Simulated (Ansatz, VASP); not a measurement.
# One calculation of N, two programs

File INCAR:

```
SYSTEM = N
ALGO = Normal
EDIFF = 1E-7
ENCUT = 520
GGA = PE
ISIF = 2
ISMEAR = -1
LASPH = .TRUE.
LCHARG = .TRUE.
LELF = .TRUE.
LREAL = .FALSE.
LVHAR = .TRUE.
LWAVE = .FALSE.
NBANDS = 12
NELM = 60
PREC = Accurate
SIGMA = 0.08
```

File KPOINTS:

```
k-points
0
G
  13 13 13
  0 0 0
```

POSCAR

```
N
1.0
    0.0000000000      2.0920680405      2.0920680405
    2.0920680405      0.0000000000      2.0920680405
    2.0920680405      2.0920680405      0.0000000000
N
2
Direct
   -0.0071699389      0.0071699389      0.0071699389
    0.2500000000      0.2500000000      0.2500000000
```

Input for Ansatz:

```yaml
crystal:
  lattice:
    - [0.0, 2.0920680405, 2.0920680405]
    - [2.0920680405, 0.0, 2.0920680405]
    - [2.0920680405, 2.0920680405, 0.0]
  atoms:
    - { symbol: "N", position: [-0.0071699389, 0.0071699389, 0.0071699389] }
    - { symbol: "N", position: [0.25, 0.25, 0.25] }
kpoints:
  mp_grid: { grid: [13, 13, 13] }
scf:
  occupations: { method: fermi_dirac, width: 0.08 }
hamiltonian:
  xc: pbe
  pseudopotentials: { kind: all_electron, lapw: { basis_error: 0.00025 } }
output:
  forces: true
  stress: true
  eigenvalues: true
```

Alike in both runs: task single point; functional PBE; k mesh 13 × 13 × 13; occupations fermi-dirac, width 0.08 eV; no spin polarisation.

```csv
,VASP,Ansatz
version,VASP 6.6.1,Ansatz 0.2.0
potentials or method,"VASP PAW PBE potentials, release 64 (N), cutoff 520 eV","all-electron LAPW, scalar-relativistic"
```

Ansatz gave:

| Quantity | Value |
| --- | --- |
| pressure (GPa) | -0.1 |
| traceless stress, the component that is largest in VASP (GPa) | -2.73 |
| rms of the force components (eV/Å) | 0.005 |

**Question.** Which values does VASP return?

**Answer.** Pressure (GPa): 0.0; traceless stress, the component that is largest in VASP (GPa): -2.68; rms of the force components (eV/Å): 0.004.

Atom by atom the forces differ by 0.001 eV/Å (rms over components). Ansatz ran all-electron here, and VASP with PAW potentials.
